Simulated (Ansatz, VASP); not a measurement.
One calculation of W, two programs

```
W
1.0
    -1.58516    1.58516    1.58516
     1.58516   -1.58516    1.58516
     1.58516    1.58516   -1.58516
W
1
Direct
  0.00000 0.00000 0.00000
```

Alike in both runs: task single point; functional PBEsol; k mesh 8 × 8 × 8; occupations gaussian, width 0.1 eV; no spin polarisation.

```csv
,VASP,Ansatz
version,VASP 6.6.1,Ansatz 0.2.0
potentials or method,"VASP PAW PBE potentials, release 64 (W_sv), cutoff 520 eV","scalar-relativistic, plane waves, PAW"
valence electrons in the cell,14,14
```

```tsv
	VASP	Ansatz	Ansatz less VASP
gap on the k mesh at the Fermi level (eV)	none	none	-
pressure (GPa)	-3.8	-4.4	-0.57
```

VASP's potentials were made for PBE, not for PBEsol. A gap of «none» marks a metal or a gap that the smearing closes.

Neither program's run includes spin-orbit coupling.
